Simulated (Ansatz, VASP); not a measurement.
Two plane-wave programs on Al9Ru7

```
Al Ru
1.0
     6.00835    0.00000    0.00000
     0.00000   -6.00835    0.00000
     0.00000    0.00000   -6.00835
Al Ru
9 7
Direct
  0.00000 0.00000 0.00000
  0.00000 0.00000 0.50000
  0.00000 0.50000 0.00000
  0.00000 0.50000 0.50000
  0.50000 0.00000 0.00000
  0.50000 0.00000 0.50000
  0.50000 0.50000 0.00000
  0.50000 0.50000 0.50000
  0.25000 0.25000 0.25000
  0.25000 0.25000 0.75000
  0.25000 0.75000 0.25000
  0.25000 0.75000 0.75000
  0.75000 0.25000 0.25000
  0.75000 0.25000 0.75000
  0.75000 0.75000 0.25000
  0.75000 0.75000 0.75000
```

Alike in both runs: functional PBE; k mesh 1 × 1 × 1; occupations gaussian, width 0.1 eV; no spin polarisation.

Ansatz relaxed the structure, and its values are those at the end. VASP's run is a single point on that final structure, the one shown.

|  | VASP | Ansatz |
| --- | --- | --- |
| version | VASP 6.6.1 | Ansatz 0.2.0 |
| potentials or method | VASP PAW PBE potentials, release 64 (Al, Ru_sv), cutoff 420 eV | scalar-relativistic, plane waves, PAW |
| valence electrons in the cell | 139 | 139 |

|  | VASP | Ansatz | Ansatz less VASP |
| --- | --- | --- | --- |
| rms of the force components (eV/Å) | 0.014 | 0.013 | -0.0013 |

With one functional, cell and mesh, what is left measures potentials, basis and numerics.
